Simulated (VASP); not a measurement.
# BaTiO3 (P4mm) in VASP: single point with PBE+U

Aim: the single point of BaTiO3 with PBE+U.

All numbers are computed with VASP 6.6.1; they aren't measurements. Logs are shortened: lines on timing, memory, paths and dates and some standing lists are left out, and cuts for length are marked.

## Step 1: The cell of the first run

The structure is tetragonal, space group P4mm (No. 99). Conventional cell: a = 4.011 Å, b = 4.011 Å, c = 4.127 Å, α = 90.00°, β = 90.00°, γ = 90.00°. Within 3.7 Å of Ba (site symmetry 4mm) lie 12 O at 2.81 to 2.94 Å and 8 Ti at 3.47 to 3.54 Å. Ti (site symmetry 4mm) has 6 O at 1.86 to 2.27 Å within 2.5 Å. O (site symmetry 4mm) has 2 Ti at 1.86 to 2.27 Å within 2.5 Å. Within 2.7 Å of O (site symmetry 2mm) lie 2 Ti at 2.01 Å.

## Step 2: Single point, PBE+U

INCAR

```
SYSTEM = BaTiO3
PREC = Accurate
ENCUT = 520
EDIFF = 1E-6
ISMEAR = 0
SIGMA = 0.02
LREAL = .FALSE.
LASPH = .TRUE.
NELM = 150
ALGO = Normal
ISIF = 2
LWAVE = .FALSE.
LCHARG = .FALSE.
LMAXMIX = 4
LDAU = .TRUE.
LDAUTYPE = 2
LDAUL = -1 2 -1
LDAUU = 0 4 0
LDAUJ = 0 0 0
LDAUPRINT = 1
GGA = PE
NBANDS = 28
```

KPOINTS

```
regular mesh
0
G
  8 8 8
  0 0 0
```

POSCAR

```
BaTiO3
1.0
    4.0112014773      0.0000000000      0.0000000000
    0.0000000000      4.0112014773      0.0000000000
    0.0000000000      0.0000000000      4.1267667393
Ba Ti O
1 1 3
Direct
    0.0000000000      0.0000000000     -0.0044913203
    0.5000000000      0.5000000000      0.4811993275
    0.5000000000      0.5000000000      0.0315330405
    0.5000000000      0.0000000000      0.5173794761
    0.0000000000      0.5000000000      0.5173794761
```

Potentials or basis: VASP PAW PBE potentials, release 64 (Ba_sv, Ti_sv, O).

Launch:

```bash
$ cat potpaw_PBE.64/Ba_sv/POTCAR potpaw_PBE.64/Ti_sv/POTCAR potpaw_PBE.64/O/POTCAR > POTCAR
$ mpirun -np 1 vasp_std > vasp.out
```

OUTCAR:

```text
SYSTEM = BaTiO3
   PREC = Accurate
   ENCUT = 520
   EDIFF = 1E-6
   ISMEAR = 0
   LREAL = .FALSE.
   LASPH = .TRUE.
   NELM = 150
   ISIF = 2
   GGA = PE

 ion  position               nearest neighbor table
   1  0.000  0.000  0.996-   4 2.81   5 2.81   5 2.81   4 2.81   3 2.84   3 2.84   3 2.84   3 2.84
                             4 2.94   5 2.94   5 2.94   4 2.94   2 3.47   2 3.47   2 3.47   2 3.47
   2  0.500  0.500  0.481-   3 1.86   4 2.01   5 2.01   4 2.01   5 2.01   3 2.27   1 3.47   1 3.47
                             1 3.47   1 3.47   1 3.54   1 3.54   1 3.54   1 3.54
   3  0.500  0.500  0.032-   2 1.86   2 2.27   1 2.84   1 2.84   1 2.84   1 2.84
   4  0.500  0.000  0.517-   2 2.01   2 2.01   1 2.81   1 2.81   1 2.94   1 2.94
   5  0.000  0.500  0.517-   2 2.01   2 2.01   1 2.81   1 2.81   1 2.94   1 2.94

  LATTYP: Found a simple tetragonal cell.
 ALAT       =     4.0112014773
 C/A-ratio  =     1.0288106351

  Lattice vectors:

 A1 = (   4.0112014773,   0.0000000000,   0.0000000000)
 A2 = (   0.0000000000,   4.0112014773,   0.0000000000)
 A3 = (   0.0000000000,   0.0000000000,   4.1267667393)

Analysis of symmetry for initial positions (statically):
=====================================================================
 Subroutine PRICEL returns:
 Original cell was already a primitive cell.

 Routine SETGRP: Setting up the symmetry group for a
 simple tetragonal supercell.

 Subroutine GETGRP returns: Found  8 space group operations
 (whereof  8 operations were pure point group operations)
 out of a pool of 16 trial point group operations.

The static configuration has the point symmetry C_4v.

Analysis of symmetry for dynamics (positions and initial velocities):
=====================================================================
 Subroutine PRICEL returns:
 Original cell was already a primitive cell.

 Routine SETGRP: Setting up the symmetry group for a
 simple tetragonal supercell.

 Subroutine GETGRP returns: Found  8 space group operations
 (whereof  8 operations were pure point group operations)
 out of a pool of 16 trial point group operations.

The dynamic configuration has the point symmetry C_4v.

 Subroutine INISYM returns: Found  8 space group operations
 (whereof  8 operations are pure point group operations),
 and found     1 'primitive' translations

----------------------------------------------------------------------------------------

                                     Primitive cell

  volume of cell :      66.3986

  direct lattice vectors                    reciprocal lattice vectors
     4.011201477  0.000000000  0.000000000     0.249301863  0.000000000  0.000000000
     0.000000000  4.011201477  0.000000000     0.000000000  0.249301863  0.000000000
     0.000000000  0.000000000  4.126766739     0.000000000  0.000000000  0.242320456

  length of vectors
     4.011201477  4.011201477  4.126766739     0.249301863  0.249301863  0.242320456

  position of ions in fractional coordinates (direct lattice)
     0.000000000  0.000000000  0.995508680
     0.500000000  0.500000000  0.481199328
     0.500000000  0.500000000  0.031533041
     0.500000000  0.000000000  0.517379476
     0.000000000  0.500000000  0.517379476

  ion indices of the primitive-cell ions
   primitive index   ion index
                 1           1
                 2           2
                 3           3
                 4           4
                 5           5

----------------------------------------------------------------------------------------

 KPOINTS: regular mesh

Automatic generation of k-mesh.
 Grid dimensions read from file:
 generate k-points for:    8    8    8

 Generating k-lattice:

  Cartesian coordinates                     Fractional coordinates (reciprocal lattice)
     0.031162733  0.000000000  0.000000000     0.125000000  0.000000000  0.000000000
     0.000000000  0.031162733  0.000000000     0.000000000  0.125000000  0.000000000
     0.000000000  0.000000000  0.030290057     0.000000000  0.000000000  0.125000000

  Length of vectors
     0.031162733  0.031162733  0.030290057

  Shift w.r.t. Gamma in fractional coordinates (k-lattice)
     0.000000000  0.000000000  0.000000000

 Subroutine IBZKPT returns following result:
 ===========================================

 Found     75 irreducible k-points:

 Following reciprocal coordinates:
            Coordinates               Weight
  0.000000  0.000000  0.000000      1.000000
  0.125000  0.000000  0.000000      4.000000
  0.250000  0.000000  0.000000      4.000000
  0.375000  0.000000  0.000000      4.000000
  0.500000  0.000000  0.000000      2.000000
  0.125000  0.125000  0.000000      4.000000
[... 16 lines left out ...]
  0.375000  0.125000  0.125000     16.000000
  0.500000  0.125000  0.125000      8.000000
 [... further k-points ...]
   k-points           NKPTS =     75   k-points in BZ     NKDIM =     75   number of bands    NBANDS=     28
   number of dos      NEDOS =    301   number of ions     NIONS =      5
   total plane-waves  NPLWV =  28800
   dimension x,y,z NGX =    30 NGY =   30 NGZ =   32
   dimension x,y,z NGXF=    60 NGYF=   60 NGZF=   64
   ions per type =               1   1   3
   NGX,Y,Z   is equivalent  to a cutoff of  12.43, 12.43, 12.89 a.u.
   NGXF,Y,Z  is equivalent  to a cutoff of  24.87, 24.87, 25.78 a.u.
 SYSTEM =  BaTiO3
   PREC   = accura    normal or accurate (medium, high low for compatibility)
   ISTART =      0    job   : 0-new  1-cont  2-samecut
   ICHARG =      2    charge: 1-file 2-atom 10-const
   ISPIN  =      1    spin polarized calculation?
   LNONCOLLINEAR =      F non collinear calculations
   LSORBIT =      F    spin-orbit coupling
   LASPH  =      T    aspherical Exc in radial PAW
   ENCUT  =  520.0 eV  38.22 Ry    6.18 a.u.   7.46  7.46  7.67*2*pi/ulx,y,z
   NELM   =    150;   NELMIN=  2; NELMDL= -5     # of ELM steps
   EDIFF  = 0.1E-05   stopping-criterion for ELM
   LREAL  =      F    real-space projection
   EDIFFG = 0.1E-04   stopping-criterion for IOM
   NSW    =      0    number of steps for IOM
   IBRION =     -1    ionic relax: 0-MD 1-quasi-New 2-CG
   NFREE  =      0    steps in history (QN), initial steepest desc. (CG)
   ISIF   =      2    stress and relaxation
   ISYM   =      2    0-nonsym 1-usesym 2-fastsym
   POTIM  = 0.5000    time-step for ionic-motion
   TEBEG  =    0.0;   TEEND  =   0.0 temperature during run
   PSTRESS=    0.0 pullay stress
   NELECT =      40.0000    total number of electrons
   NUPDOWN=      -1.0000    fix difference up-down
   EMIN   =  10.00;   EMAX   =-10.00  energy-range for DOS
   EFERMI =   0.00;   METHOD = LEGACY
   ISMEAR =     0;   SIGMA  =   0.02  broadening in eV -4-tet -1-fermi 0-gaus
   EFERMI_NEDOS =   21; number of points for ismear=-14 and -15
   IALGO  =     38    algorithm
   IMIX   =      4    mixing-type and parameters
     AMIX     =   0.40;   BMIX     =  1.00
     AMIX_MAG =   1.60;   BMIX_MAG =  1.00
  volume/ion in A,a.u.               =      13.28        89.62
  Fermi-wavevector in a.u.,A,eV,Ry     =   1.382638  2.612807 26.010098  1.911688
  Thomas-Fermi vector in A             =   2.507311
   LORBIT       =      0    0 simple, 1 ext, 2 COOP (PROOUT), +10 PAW based schemes
 LDA+U is selected, type is set to LDAUTYPE =  2
   angular momentum for each species LDAUL =    -1    2   -1
   U (eV)           for each species LDAUU =   0.0  4.0  0.0
   J (eV)           for each species LDAUJ =   0.0  0.0  0.0
   GGA     = PE    functional components
   LHFCALC =     F    Hartree Fock is set to
   AEXX    =    0.0000 exact exchange contribution
   IVDW    =     0    specifies the selected vdW correction
   LEPSILON=     F    determine dielectric tensor
   LRPA    =     F    only Hartree local field effects (RPA)
 non-spin polarized calculation
 Gauss-broadening in eV      SIGMA  =   0.02
  energy-cutoff  :      520.00
  volume of cell :       66.40
 maximum number of plane-waves:      1808
 NGX is ok and might be reduce to    30
   NGX = 15   NGY = 15   NGZ = 15

atom =   2  type =  2  l = 2

 onsite density matrix

spin component  1

  0.1010  0.0000  0.0000  0.0000 -0.0000
  0.0000  0.1121 -0.0000  0.0000 -0.0000
  0.0000 -0.0000  0.2458  0.0000 -0.0000
  0.0000  0.0000  0.0000  0.1121 -0.0000
 -0.0000 -0.0000 -0.0000 -0.0000  0.2313

spin component  2

  0.1010  0.0000  0.0000  0.0000 -0.0000
  0.0000  0.1121 -0.0000  0.0000 -0.0000
  0.0000 -0.0000  0.2458  0.0000 -0.0000
  0.0000  0.0000  0.0000  0.1121 -0.0000
 -0.0000 -0.0000 -0.0000 -0.0000  0.2313

 occupancies and eigenvectors

  o =  0.1010  v =  1.0000  0.0000  0.0000  0.0000  0.0000  0.0000  0.0000  0.0000  0.0000  0.0000      0.0000  0.0000  0.0000  0.0000  0.0000  0.0000  0.0000  0.0000  0.0000  0.0000
  o =  0.1010  v =  0.0000  0.0000  0.0000  0.0000  0.0000  1.0000  0.0000  0.0000  0.0000  0.0000      0.0000  0.0000  0.0000  0.0000  0.0000  0.0000  0.0000  0.0000  0.0000  0.0000
  o =  0.1121  v =  0.0000 -1.0000 -0.0000 -0.0001  0.0000  0.0000  0.0000  0.0000  0.0000  0.0000      0.0000  0.0000  0.0000  0.0000  0.0000  0.0000  0.0000  0.0000  0.0000  0.0000
  o =  0.1121  v =  0.0000  0.0000  0.0000  0.0000  0.0000  0.0000 -1.0000 -0.0000 -0.0001  0.0000      0.0000  0.0000  0.0000  0.0000  0.0000  0.0000  0.0000  0.0000  0.0000  0.0000
  o =  0.1121  v =  0.0000  0.0001  0.0000 -1.0000  0.0000  0.0000  0.0000  0.0000  0.0000  0.0000      0.0000  0.0000  0.0000  0.0000  0.0000  0.0000  0.0000  0.0000  0.0000  0.0000
  o =  0.1121  v =  0.0000  0.0000  0.0000  0.0000  0.0000  0.0000  0.0001  0.0000 -1.0000  0.0000      0.0000  0.0000  0.0000  0.0000  0.0000  0.0000  0.0000  0.0000  0.0000  0.0000
  o =  0.2313  v =  0.0000  0.0000  0.0000  0.0000  0.0000  0.0000 -0.0000 -0.0000 -0.0000 -1.0000      0.0000  0.0000  0.0000  0.0000  0.0000  0.0000  0.0000  0.0000  0.0000  0.0000
  o =  0.2313  v =  0.0000 -0.0000 -0.0000 -0.0000 -1.0000  0.0000  0.0000  0.0000  0.0000  0.0000      0.0000  0.0000  0.0000  0.0000  0.0000  0.0000  0.0000  0.0000  0.0000  0.0000
  o =  0.2458  v =  0.0000  0.0000  0.0000  0.0000  0.0000  0.0000  0.0000 -1.0000 -0.0000  0.0000      0.0000  0.0000  0.0000  0.0000  0.0000  0.0000  0.0000  0.0000  0.0000  0.0000
  o =  0.2458  v =  0.0000  0.0000 -1.0000 -0.0000  0.0000  0.0000  0.0000  0.0000  0.0000  0.0000      0.0000  0.0000  0.0000  0.0000  0.0000  0.0000  0.0000  0.0000  0.0000  0.0000

 number of electron      39.9999986 magnetization

 Free energy of the ion-electron system (eV)
  ---------------------------------------------------
  ext. energy  EPLUGINS =         0.00000000
  ---------------------------------------------------
  free energy    TOTEN  =       -37.31081075 eV

  energy without entropy =      -37.31081075  energy(sigma->0) =      -37.31081075

 E-fermi :   4.1049     XC(G=0): -11.0704

 val. band max:        3.8218084391   @ k =   0.5000   0.5000   0.5000
 cond. band min:       6.0553814245   @ k =   0.0000   0.0000   0.0000
 fundamental gap:      2.2335729854
 Fermi energy:         4.1048956729

 k-point     1 :       0.0000    0.0000    0.0000
  band No.  band energies     occupation
      1     -53.9575      2.00000
      2     -30.1779      2.00000
      3     -30.1066      2.00000
      4     -30.1066      2.00000
      5     -21.2330      2.00000
      6     -13.1666      2.00000
[... 20 lines left out ...]
     27       8.8399      0.00000
     28      10.5804      0.00000

 k-point     2 :       0.1250    0.0000    0.0000
  band No.  band energies     occupation
      1     -53.9574      2.00000
      2     -30.1776      2.00000
      3     -30.1129      2.00000
      4     -30.1064      2.00000
      5     -21.2177      2.00000
      6     -13.1694      2.00000
[... 20 lines left out ...]
     27       9.1318      0.00000
     28      10.9585      0.00000

 k-point     3 :       0.2500    0.0000    0.0000
  band No.  band energies     occupation
      1     -53.9571      2.00000
      2     -30.1770      2.00000
      3     -30.1279      2.00000
      4     -30.1058      2.00000
      5     -21.1805      2.00000
      6     -13.2128      2.00000
[... 616 lines left out ...]
      3     -30.1422      2.00000
      4     -30.1112      2.00000
      5     -21.1232      2.00000
      6     -13.1808      2.00000
[... 20 lines left out ...]
     27      11.0819      0.00000
     28      12.1130      0.00000

 k-point    24 :       0.5000    0.1250    0.1250
  band No.  band energies     occupation
      1     -53.9564      2.00000
      2     -30.1803      2.00000
      3     -30.1484      2.00000
      4     -30.1109      2.00000
      5     -21.1087      2.00000
      6     -13.2070      2.00000
[... 20 lines left out ...]
     27      11.4446      0.00000
     28      12.2601      0.00000

 [... further k-points ...]

------------------------ aborting loop because EDIFF is reached ----------------------------------------

  FORCE on cell =-STRESS in cart. coord.  units (eV):
  Direction    XX          YY          ZZ          XY          YZ          ZX
  --------------------------------------------------------------------------------------
  -------------------------------------------------------------------------------------
  Total        1.3773844      1.3773844      1.5930365      0.0000000     -0.0000000      0.0000000
  in kB       33.2358570     33.2358570     38.4394737      0.0000000     -0.0000000      0.0000000
  external PRESSURE =      34.9703959 kB  Pullay stress =       0.0000000 kB

 VOLUME and BASIS-vectors are now :
 -----------------------------------------------------------------------------
  energy-cutoff  :      520.00
  volume of cell :       66.40
      direct lattice vectors                 reciprocal lattice vectors
     4.011201477  0.000000000  0.000000000     0.249301863  0.000000000  0.000000000
     0.000000000  4.011201477  0.000000000     0.000000000  0.249301863  0.000000000
     0.000000000  0.000000000  4.126766739     0.000000000  0.000000000  0.242320456

 POSITION                                       TOTAL-FORCE (eV/Angst)
 -----------------------------------------------------------------------------------
      0.00000      0.00000      4.10823         0.000000      0.000000      0.041561
      2.00560      2.00560      1.98580         0.000000     -0.000000      0.558260
      2.00560      2.00560      0.13013         0.000000      0.000000     -0.569851
      2.00560      0.00000      2.13510         0.000000      0.000000     -0.014985
      0.00000      2.00560      2.13510        -0.000000      0.000000     -0.014985
 -----------------------------------------------------------------------------------
    total drift:                                0.000000      0.000000      0.000517

  FREE ENERGIE OF THE ION-ELECTRON SYSTEM (eV)
  ---------------------------------------------------
  free  energy   TOTEN  =       -37.3108107454 eV

  energy  without entropy=      -37.3108107454  energy(sigma->0) =      -37.31081075
```

Run time: 2.8 min. Hardware: 1 thread of AMD EPYC 7R43 (Zen 3), shared host; peak memory 0.24 GiB.

What came out:

- Free energy: -37.3108 eV
- Pressure: 3.5 GPa
- Largest force: 0.570 eV/Å
- Band gap on the k mesh: 2.23 eV (least direct gap 2.70 eV)

Forces in eV/Å, atoms in the order of the input:
```
Ba   0.000  0.000  0.042
Ti   0.000  0.000  0.558
O    0.000  0.000 -0.570
O    0.000  0.000 -0.015
O    0.000  0.000 -0.015
```

Stress tensor (GPa, compression positive):
```
3.32 0.00 0.00
0.00 3.32 0.00
0.00 0.00 3.84
```

Levels at points of the mesh, in eV from the valence-band top:
```csv
k point,band 16,band 17,band 18,band 19,band 20,band 21,band 22,band 23,band 24,band 25
"(0.00, 0.00, 0.00)",-1.40,-1.22,-0.63,-0.47,-0.47,2.23,2.54,2.54,3.94,4.00
"(0.50, 0.00, 0.00)",-1.96,-1.80,-1.66,-1.27,-1.11,2.67,3.83,3.87,3.94,5.51
"(0.50, 0.50, 0.00)",-2.74,-2.03,-1.07,-1.07,-0.07,3.90,3.90,4.23,4.31,7.40
"(0.00, 0.00, 0.50)",-1.95,-1.93,-1.93,-0.79,-0.79,2.39,3.80,3.80,3.94,5.70
"(0.50, 0.00, 0.50)",-2.53,-1.94,-1.07,-1.02,-0.33,3.82,3.87,4.17,4.67,7.14
"(0.50, 0.50, 0.50)",-2.45,-2.45,-0.26,-0.26,0.00,4.39,4.39,4.49,6.11,6.39
```

Eigenvalues of the final occupation matrices:
| site | spin | trace | eigenvalues |
| --- | --- | --- | --- |
| site 2 d | 1 | 0.80 | 0.10 0.11 0.11 0.23 0.25 |
| site 2 d | 2 | 0.80 | 0.10 0.11 0.11 0.23 0.25 |

Caveat: the cell stands under pressure; spin-orbit coupling is left out, which moves the levels of the heavy elements. A k mesh can miss the band edges.
